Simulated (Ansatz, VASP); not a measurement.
**One calculation of Hg, two programs**

```
Hg
1.0
     3.58662    0.00000   -0.00368
     0.00000    5.63804    0.00000
    -1.78943    0.00000    3.12386
Hg
2
Direct
  0.66366 0.25000 0.82745
  0.33634 0.75000 0.17255
```

Alike in both runs: functional PBE; k mesh 10 × 6 × 10; occupations gaussian, width 0.02 eV; no spin polarisation.

Ansatz relaxed the structure, and its values are those at the end. VASP's run is a single point on that final structure, the one shown.

```csv
,VASP,Ansatz
version,VASP 6.6.1,Ansatz 0.2.0
potentials or method,"VASP PAW PBE potentials, release 64 (Hg), cutoff 520 eV","scalar-relativistic, plane waves, PAW"
valence electrons in the cell,24,40
```

VASP gave:

- gap on the k mesh at the Fermi level (eV): 0.39
- least direct gap on the mesh (eV): 1.39
- pressure (GPa): 0.0

**Question.** Estimate Ansatz's values.

**Answer.** gap on the k mesh at the Fermi level (eV): 0.38; least direct gap on the mesh (eV): 1.38; pressure (GPa): -0.1.

VASP's potentials hold 24 valence electrons a cell and Ansatz's 40, so a difference there can come from the potentials and not from the codes.

Spin-orbit coupling is off throughout.
